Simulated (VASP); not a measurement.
Set up this calculation in VASP 6.6.1, as the native input.

- Task: single point
- Functional: PBEsol
- Potentials or basis: VASP PAW PBE potentials, release 64 (Mg, O)
- Cutoff: 520 eV
- k mesh: 2 × 2 × 2
- Occupations: gaussian, width 0.05 eV
- Spin: collinear spin, zero start
- Starting moments: [0.0, 0.0, 0.0, 0.0, 0.0, 0.0, 0.0, 0.0, 0.0, 0.0, 0.0, 0.0, 0.0, 0.0, 0.0, 0.0, 0.0] μB
- Dipole correction: no
- Further INCAR settings: LREAL = Auto; ALGO = Normal; EDIFF = 1e-06; NBANDS = 53

The structure of Mg8O9 (a cell with a defect) lies in POSCAR:

```
Mg8O9
1.0
    0.0000000000      3.8900000000      3.8900000000
    3.8900000000      0.0000000000      3.8900000000
    3.8900000000      3.8900000000      0.0000000000
Mg O
8 9
Direct
   -0.0640156812      0.0494192802      0.0069213368
   -0.0230582262      0.0087960154      0.4975489717
    0.0000993573      0.5096332905      0.0042320051
   -0.0034951157      0.5061123393      0.4890370180
    0.4797727506     -0.0106192802      0.0055964010
    0.4757978149     -0.0146682519      0.5286494859
    0.5366005141      0.4488257069      0.0068074550
    0.4991262211      0.4866115681      0.4976077121
    0.2477080977      0.2402638817      0.2553944730
    0.2282796915      0.2555226221      0.7574241645
    0.2382376607      0.7478451157      0.2950520566
    0.2377118252      0.7477066838      0.7012035990
    0.7382399743      0.2473145244      0.2651338046
    0.7381358612      0.2476494859      0.7396651671
    0.7304338046      0.7573230077      0.2554924165
    0.7456867609      0.7378978149      0.7575430591
    1.2416034704      0.7449510283      0.9784826478
```

One way to write it, as run:

INCAR

```
PREC     = Accurate       # precision mode
ENCUT    = 520            # plane-wave cutoff, eV
EDIFF    = 1E-6           # SCF threshold, eV
ISMEAR   = 0              # smearing method
SIGMA    = 0.05           # smearing width, eV
LREAL    = Auto         
LASPH    = True           # aspherical terms in the spheres
NELM     = 150            # most SCF steps
ALGO     = Normal         # electronic algorithm
ISIF     = 2              # what is computed and relaxed
LWAVE    = False          # write WAVECAR
LCHARG   = False          # write CHGCAR
ISPIN    = 2              # spin polarisation
MAGMOM   = 0 0 0 0 0 0 0 0 0 0 0 0 0 0 0 0 0 # initial moments
LORBIT   = 11             # projections on sites
GGA      = PS             # functional
NBANDS   = 53             # bands
```

KPOINTS

```
Automatic mesh
0
Gamma
  2 2 2
```

Potentials or basis: VASP PAW PBE potentials, release 64 (Mg, O).

Launch:

```sh
$ cat potpaw_PBE.64/Mg/POTCAR potpaw_PBE.64/O/POTCAR > POTCAR
$ mpirun -np 1 vasp_std > vasp.out
```

It gave:

```json
{"Pressure": "97.1 GPa", "Largest force": "2.851 eV/Å", "Band gap on the k mesh": "3.67 eV", "Net moment": "0.00 μB per cell", "Valence electrons inside the program's atomic spheres": "Mg 0.80, 0.73, 0.61, 0.83; O 5.25, 5.26, 5.23, 5.32, 5.29, 5.19"}
```

Caveat: the k points lie up to 0.70 Å⁻¹ apart; the PAW data sets were made with another functional, which shifts forces and pressure a little.

It took 2.5 min on 1 thread of Intel(R) Xeon(R) 6975P-C (Granite Rapids) (shared host), peak memory 0.34 GiB.
